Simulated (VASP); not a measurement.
# Al30Cu (a cell with a defect) in VASP: further runs

Runs on Al30Cu (a cell with a defect). Level: PBEsol. Tasks: single point.

All numbers are computed with VASP 6.6.1; they aren't measurements. Logs are shortened: lines on timing, memory, paths and dates and some standing lists are left out, and cuts for length are marked.

**1. The cell of the first run**

The cell holds a defect, 31 atoms: a = 8.100 Å, b = 8.100 Å, c = 8.100 Å, α = 90.00°, β = 90.00°, γ = 90.00°.

**2. Single point, PBEsol**

Input file INCAR:

```
SYSTEM = Al30Cu
PREC = Accurate
ENCUT = 520
EDIFF = 1E-6
ISMEAR = 0
SIGMA = 0.1
LREAL = Auto
LASPH = .True.
NELM = 80
ALGO = Normal
ISIF = 2
LWAVE = .False.
LCHARG = .False.
GGA = PS
NBANDS = 72
```

Input file KPOINTS:

```
Automatic mesh
0
Gamma
  3 3 3
  0 0 0
```

Input file POSCAR:

```
Al30Cu
1.0
    8.1000000000      0.0000000000      0.0000000000
    0.0000000000      8.1000000000      0.0000000000
    0.0000000000      0.0000000000      8.1000000000
Al Cu
30 1
Direct
    0.4978216075      0.0015373755     -0.0022161125
    0.7489842210      0.2531895975      0.0002455527
    0.7489370441      0.0033795910      0.2528567685
    0.0000691123      0.0015470122     -0.0022809120
    0.2488686094      0.2496047119     -0.0018321681
    0.5010043107      0.5009803042      0.0008127229
    0.7489367444      0.7484567666      0.0010913266
    0.2488901759      0.0031699461      0.2490625537
    0.5117566676      0.2556738875      0.2536942497
    0.4996373444      0.0044877428      0.5000996850
    0.7489687816      0.0016898206      0.7477366204
   -0.0031358547      0.5010416137      0.0008452904
    0.2490187263      0.7521499460     -0.0028252493
   -0.0139036831      0.2556061741      0.2536576475
    0.2489542904      0.5001586737      0.2492933265
    0.5009462857      0.7486588325      0.2484544712
   -0.0018933413      0.0045287405      0.5000207440
    0.2489019224      0.2505143075      0.4988520259
    0.5119167129      0.4959232411      0.4937068232
    0.7490263551      0.7493642059      0.4961089246
    0.2489268608      0.0016132355      0.7478533144
    0.4996581887      0.2492990533      0.7449806934
    0.7489671300      0.4966690094      0.7462232512
   -0.0030629983      0.7486597632      0.2483752638
   -0.0139737534      0.4959106374      0.4937256520
    0.2488691827      0.7513557826      0.4997838327
   -0.0019009972      0.2493693480      0.7450034109
    0.2489066359      0.5002494147      0.7462236012
    0.4977913723      0.7516339779      0.7478608862
    0.0001366674      0.7517099926      0.7478635212
    0.7488064782      0.2423341944      0.5072132822
```

Potentials or basis: VASP PAW PBE potentials, release 64 (Al, Cu).

Run with:

```console
$ cat potpaw_PBE.64/Al/POTCAR potpaw_PBE.64/Cu/POTCAR > POTCAR
$ mpirun -np 1 vasp_std > vasp.out
```

OUTCAR:

```text
SYSTEM = Al30Cu
   PREC = Accurate
   ENCUT = 520
   EDIFF = 1E-6
   ISMEAR = 0
   LREAL = Auto
   LASPH = .True.
   NELM = 80
   ISIF = 2
   GGA = PS

 ion  position               nearest neighbor table
   1  0.498  0.002  0.998-   5 2.85  13 2.85  21 2.86  29 2.86   8 2.87  22 2.87  11 2.87   2 2.88
                            16 2.88   7 2.89   3 2.90   9 2.92
   2  0.749  0.253  0.000-  14 2.81   9 2.81  12 2.84   6 2.84  23 2.85   3 2.88   4 2.88   1 2.88
                            11 2.89  27 2.89  22 2.89
   3  0.749  0.003  0.253-  14 2.80   9 2.80  31 2.83  17 2.84  10 2.84  20 2.85   2 2.88  16 2.88
                            24 2.88   1 2.90   4 2.90   7 2.90
   4  0.000  0.002  0.998-   5 2.85  13 2.85  21 2.86  30 2.86   8 2.86  27 2.87  11 2.87   2 2.88
                            24 2.88   7 2.89   3 2.90  14 2.92
   5  0.249  0.250  0.998-   4 2.85   1 2.85   8 2.85  21 2.85  15 2.87  28 2.88  12 2.88   6 2.88
                            27 2.89  22 2.89  14 2.97   9 2.97
   6  0.501  0.501  0.001-  16 2.84   7 2.84   2 2.84   9 2.86  15 2.87  23 2.88  13 2.88   5 2.88
                            29 2.88  28 2.90  22 2.91
   7  0.749  0.748  0.001-  24 2.84  12 2.84  16 2.84   6 2.84   1 2.89   4 2.89  29 2.89  30 2.89
                            11 2.90  23 2.90   3 2.90
   8  0.249  0.003  0.249-  18 2.85   5 2.85   4 2.86   1 2.87  17 2.87  10 2.87  26 2.88  13 2.88
                            24 2.90  16 2.90  14 2.95   9 2.95
   9  0.512  0.256  0.254-  19 2.75   3 2.80   2 2.81  31 2.81  10 2.85   6 2.86  15 2.91  18 2.91
[... 31 lines left out ...]
  25  0.986  0.496  0.494-  14 2.75  23 2.81  20 2.81  31 2.81  27 2.85  24 2.85  15 2.91  18 2.91
                            30 2.92  28 2.95  26 2.97
  26  0.249  0.751  0.500-  30 2.85  29 2.85  28 2.85  21 2.85  15 2.87   8 2.88  24 2.88  16 2.88
                            10 2.89  17 2.89  25 2.97  19 2.97
  27  0.998  0.249  0.745-  31 2.79  17 2.81  23 2.84  11 2.85  18 2.85  25 2.85  21 2.86   4 2.87
                            28 2.87   5 2.89   2 2.89  12 2.91
  28  0.249  0.500  0.746-  18 2.85  26 2.85  30 2.87  29 2.87  27 2.87  22 2.87   5 2.88  13 2.88
                            12 2.90   6 2.90  25 2.95  19 2.95
  29  0.498  0.752  0.748-  26 2.85  13 2.85  21 2.86   1 2.86  28 2.87  10 2.87  11 2.87  20 2.88
                             6 2.88   7 2.89  23 2.90  19 2.92
  30  0.000  0.752  0.748-  26 2.85  13 2.85  21 2.86   4 2.86  28 2.87  17 2.87  11 2.87  20 2.88
                            12 2.88   7 2.89  23 2.90  25 2.92
  31  0.749  0.242  0.507-  11 2.76  22 2.79  10 2.79  27 2.79  17 2.79  19 2.81   9 2.81  25 2.81
                            14 2.81   3 2.83  23 2.83

  LATTYP: Found a simple cubic cell.
 ALAT       =     8.1000000000

  Lattice vectors:

 A1 = (   8.1000000000,   0.0000000000,   0.0000000000)
 A2 = (   0.0000000000,   8.1000000000,   0.0000000000)
 A3 = (   0.0000000000,   0.0000000000,   8.1000000000)

Analysis of symmetry for initial positions (statically):
=====================================================================
 Subroutine PRICEL returns:
 Original cell was already a primitive cell.

 Routine SETGRP: Setting up the symmetry group for a
 simple cubic supercell.

 Subroutine GETGRP returns: Found  1 space group operations
 (whereof  1 operations were pure point group operations)
 out of a pool of 48 trial point group operations.

The static configuration has the point symmetry C_1 .

Analysis of symmetry for dynamics (positions and initial velocities):
=====================================================================
 Subroutine PRICEL returns:
 Original cell was already a primitive cell.

 Routine SETGRP: Setting up the symmetry group for a
 simple cubic supercell.

 Subroutine GETGRP returns: Found  1 space group operations
 (whereof  1 operations were pure point group operations)
 out of a pool of 48 trial point group operations.

The dynamic configuration has the point symmetry C_1 .

 Subroutine INISYM returns: Found  1 space group operations
 (whereof  1 operations are pure point group operations),
 and found     1 'primitive' translations

----------------------------------------------------------------------------------------

                                     Primitive cell

  volume of cell :     531.4410

  direct lattice vectors                    reciprocal lattice vectors
     8.100000000  0.000000000  0.000000000     0.123456790  0.000000000  0.000000000
     0.000000000  8.100000000  0.000000000     0.000000000  0.123456790  0.000000000
[... 77 lines left out ...]
 Grid dimensions read from file:
 generate k-points for:    3    3    3

 Generating k-lattice:

  Cartesian coordinates                     Fractional coordinates (reciprocal lattice)
     0.041152263  0.000000000  0.000000000     0.333333333  0.000000000  0.000000000
     0.000000000  0.041152263  0.000000000     0.000000000  0.333333333  0.000000000
     0.000000000  0.000000000  0.041152263     0.000000000  0.000000000  0.333333333

  Length of vectors
     0.041152263  0.041152263  0.041152263

  Shift w.r.t. Gamma in fractional coordinates (k-lattice)
     0.000000000  0.000000000  0.000000000

 Subroutine IBZKPT returns following result:
 ===========================================

 Found     14 irreducible k-points:

 Following reciprocal coordinates:
            Coordinates               Weight
  0.000000  0.000000  0.000000      1.000000
  0.333333  0.000000  0.000000      2.000000
  0.000000  0.333333  0.000000      2.000000
  0.000000  0.000000  0.333333      2.000000
  0.333333  0.333333  0.000000      2.000000
  0.000000  0.333333  0.333333      2.000000
  0.333333  0.000000  0.333333      2.000000
 -0.333333  0.333333  0.000000      2.000000
 -0.333333  0.000000  0.333333      2.000000
  0.000000 -0.333333  0.333333      2.000000
  0.333333  0.333333  0.333333      2.000000
 -0.333333  0.333333  0.333333      2.000000
 -0.333333 -0.333333  0.333333      2.000000
  0.333333 -0.333333  0.333333      2.000000
   k-points           NKPTS =     14   k-points in BZ     NKDIM =     14   number of bands    NBANDS=     72
   number of dos      NEDOS =    301   number of ions     NIONS =     31
   total plane-waves  NPLWV = 216000
   dimension x,y,z NGX =    60 NGY =   60 NGZ =   60
   dimension x,y,z NGXF=   120 NGYF=  120 NGZF=  120
   ions per type =              30   1
   NGX,Y,Z   is equivalent  to a cutoff of  12.31, 12.31, 12.31 a.u.
   NGXF,Y,Z  is equivalent  to a cutoff of  24.63, 24.63, 24.63 a.u.
 SYSTEM =  Al30Cu
   PREC   = accura    normal or accurate (medium, high low for compatibility)
   ISTART =      0    job   : 0-new  1-cont  2-samecut
   ICHARG =      2    charge: 1-file 2-atom 10-const
   ISPIN  =      1    spin polarized calculation?
   LNONCOLLINEAR =      F non collinear calculations
   LSORBIT =      F    spin-orbit coupling
   LASPH  =      T    aspherical Exc in radial PAW
   ENCUT  =  520.0 eV  38.22 Ry    6.18 a.u.  15.06 15.06 15.06*2*pi/ulx,y,z
   NELM   =     80;   NELMIN=  2; NELMDL= -5     # of ELM steps
   EDIFF  = 0.1E-05   stopping-criterion for ELM
   LREAL  =      T    real-space projection
   EDIFFG = 0.1E-04   stopping-criterion for IOM
   NSW    =      0    number of steps for IOM
[... 5 lines left out ...]
   TEBEG  =    0.0;   TEEND  =   0.0 temperature during run
   PSTRESS=    0.0 pullay stress
   NELECT =     101.0000    total number of electrons
   NUPDOWN=      -1.0000    fix difference up-down
   EMIN   =  10.00;   EMAX   =-10.00  energy-range for DOS
   EFERMI =   0.00;   METHOD = LEGACY
   ISMEAR =     0;   SIGMA  =   0.10  broadening in eV -4-tet -1-fermi 0-gaus
   EFERMI_NEDOS =   21; number of points for ismear=-14 and -15
   IALGO  =     38    algorithm
   IMIX   =      4    mixing-type and parameters
     AMIX     =   0.40;   BMIX     =  1.00
     AMIX_MAG =   1.60;   BMIX_MAG =  1.00
  volume/ion in A,a.u.               =      17.14       115.69
  Fermi-wavevector in a.u.,A,eV,Ry     =   0.941233  1.778672 12.053656  0.885919
  Thomas-Fermi vector in A             =   2.068723
   LORBIT       =      0    0 simple, 1 ext, 2 COOP (PROOUT), +10 PAW based schemes
   GGA     = PS    functional components
   LHFCALC =     F    Hartree Fock is set to
   AEXX    =    0.0000 exact exchange contribution
   IVDW    =     0    specifies the selected vdW correction
   LEPSILON=     F    determine dielectric tensor
   LRPA    =     F    only Hartree local field effects (RPA)
 non-spin polarized calculation
 Gauss-broadening in eV      SIGMA  =   0.10
  energy-cutoff  :      520.00
  volume of cell :      531.44
 maximum number of plane-waves:     14358
   NGX = 31   NGY = 31   NGZ = 31

 number of electron     100.9999991 magnetization

 Free energy of the ion-electron system (eV)
  ---------------------------------------------------
  ext. energy  EPLUGINS =         0.00000000
  ---------------------------------------------------
  free energy    TOTEN  =      -126.43853026 eV

  energy without entropy =     -126.38866905  energy(sigma->0) =     -126.41359965

 E-fermi :   7.2543     XC(G=0): -10.1198

 val. band max:        7.2450775020   @ k =   0.0000   0.0000   0.3333
 cond. band min:       7.3186576042   @ k =   0.3333   0.3333   0.0000
 fundamental gap:      0.0735801022
 Fermi energy:         7.2543207908

 k-point     1 :       0.0000    0.0000    0.0000
  band No.  band energies     occupation
      1      -3.4337      2.00000
      2      -1.2968      2.00000
      3      -1.2856      2.00000
      4      -1.2549      2.00000
      5      -1.2429      2.00000
      6      -1.1690      2.00000
[... 899 lines left out ...]
     61       9.1781      0.00000
     62       9.2400      0.00000
 [bands above 62 left out]

------------------------ aborting loop because EDIFF is reached ----------------------------------------

  FORCE on cell =-STRESS in cart. coord.  units (eV):
  Direction    XX          YY          ZZ          XY          YZ          ZX
  --------------------------------------------------------------------------------------
  -------------------------------------------------------------------------------------
  Total      -12.2001253    -12.0966073    -12.0930992      0.0057760      0.2825256     -0.0095418
  in kB      -36.7806852    -36.4686012    -36.4580252      0.0174134      0.8517522     -0.0287666
  external PRESSURE =     -36.5691039 kB  Pullay stress =       0.0000000 kB

 VOLUME and BASIS-vectors are now :
 -----------------------------------------------------------------------------
  energy-cutoff  :      520.00
  volume of cell :      531.44
      direct lattice vectors                 reciprocal lattice vectors
     8.100000000  0.000000000  0.000000000     0.123456790  0.000000000  0.000000000
     0.000000000  8.100000000  0.000000000     0.000000000  0.123456790  0.000000000
     0.000000000  0.000000000  8.100000000     0.000000000  0.000000000  0.123456790

 POSITION                                       TOTAL-FORCE (eV/Angst)
 -----------------------------------------------------------------------------------
      4.03236      0.01245      8.08205        -0.002324      0.001721     -0.002506
      6.06677      2.05084      0.00199        -0.000970      0.005031     -0.000272
      6.06639      0.02737      2.04814         0.000173     -0.002563     -0.000050
      0.00056      0.01253      8.08152         0.002631     -0.000524     -0.002067
      2.01584      2.02180      8.08516        -0.000143     -0.000845     -0.003990
      4.05813      4.05794      0.00658         0.004079      0.001501      0.005210
[... 23 lines left out ...]
      0.00111      6.08885      6.05769         0.000832      0.000982     -0.000707
      6.06533      1.96291      4.10843         0.001444      0.005503     -0.004323
 -----------------------------------------------------------------------------------
    total drift:                               -0.039870      0.037425     -0.043352

  FREE ENERGIE OF THE ION-ELECTRON SYSTEM (eV)
  ---------------------------------------------------
  free  energy   TOTEN  =      -126.4385302561 eV

  energy  without entropy=     -126.3886690516  energy(sigma->0) =     -126.41359965
```

Run time: 26 min. Hardware: 1 thread of Oxide Virtual Turin-like, shared host; peak memory 0.63 GiB.

Results:

```yaml
Free_energy: -126.4385 eV
Pressure: -3.7 GPa
Largest_force: 0.010 eV/Å
Band_gap_on_the_k_mesh: zero (an odd number of electrons rules out a gap without spin polarisation)
```

Forces in eV/Å, atoms in the order of the input:
```
Al  -0.002  0.002 -0.003
Al  -0.001  0.005  0.000
Al   0.000 -0.003  0.000
Al   0.003 -0.001 -0.002
Al   0.000 -0.001 -0.004
Al   0.004  0.002  0.005
Al  -0.003 -0.003  0.002
Al   0.001  0.001  0.001
Al  -0.002 -0.003 -0.009
Al  -0.002 -0.008  0.000
Al  -0.004 -0.004  0.002
Al  -0.001 -0.001  0.002
Al  -0.001  0.003 -0.002
Al   0.004  0.001 -0.005
Al  -0.005  0.002 -0.003
Al   0.003 -0.004 -0.002
Al   0.005 -0.007  0.003
Al  -0.003  0.001 -0.001
Al  -0.003  0.004  0.005
Al   0.000 -0.001  0.001
Al  -0.003 -0.001 -0.001
Al   0.000  0.003  0.010
Al   0.000  0.001  0.001
Al   0.000 -0.003 -0.001
Al   0.003  0.002  0.004
Al  -0.002  0.004  0.000
Al   0.004  0.000  0.005
Al   0.003 -0.001 -0.002
Al  -0.001  0.003  0.000
Al   0.001  0.001 -0.001
Cu   0.001  0.006 -0.004
```

Stress tensor (GPa, compression positive):
```
-3.68  0.00  0.00
 0.00 -3.65  0.09
 0.00  0.09 -3.65
```

Levels at points of the mesh, in eV from the Fermi level:
```
           k point  band 49  band 50  band 51  band 52  band 53  band 54
(0.00, 0.00, 0.00)    -0.09    -0.02     0.61     0.62     0.65     0.68
```

Caveat: the PAW data sets were made with another functional, which shifts forces and pressure a little.

(Part 1 of 2 ends here.)

The gap in the log of VASP goes by the Fermi energy; the results here count the filled bands.